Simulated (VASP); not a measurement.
TaN: single point with PBE

The system is TaN.

```
Ta N
1.0
     2.71397    0.00000    0.00000
     0.00000    2.71397    0.00000
     0.00000    0.00000    2.71397
Ta N
1 1
Direct
  0.00000 0.00000 0.00000
  0.50000 0.50000 0.50000
```

```yaml
Program: VASP 6.6.1
Task: single point
Functional: PBE
Potentials_or_basis: VASP PAW PBE potentials, release 64 (Ta_sv_GW, N)
Cutoff: 700 eV
k_mesh: 10 × 10 × 10
Occupations: fermi-dirac, width 0.05 eV
Spin: no spin polarisation
```

The pressure is 13.0 GPa. The band gap on the k mesh is zero (bands 9 and 10 overlap by 9.17 eV).

Levels at points of the mesh, in eV from the Fermi level:
```tsv
k point	band 6	band 7	band 8	band 9	band 10	band 11	band 12	band 13
(0.00, 0.00, 0.00)	-5.05	-5.05	-2.80	-2.80	-2.80	2.67	4.05	4.05
(0.50, 0.00, 0.00)	-10.26	-4.82	-4.82	-3.79	3.97	4.67	5.43	5.43
(0.50, 0.50, 0.00)	-6.08	-6.08	-3.84	-2.17	0.68	0.68	0.86	7.10
(0.50, 0.50, 0.50)	-9.41	-9.41	-9.41	6.36	6.36	6.36	7.41	7.41
```

Wall time 13 s on 1 thread of Intel(R) Xeon(R) Platinum 8488C (Sapphire Rapids) (shared host), peak memory 0.16 GiB.

Caveat: the cell stands under pressure; spin-orbit coupling is left out, which moves the levels of the heavy elements.
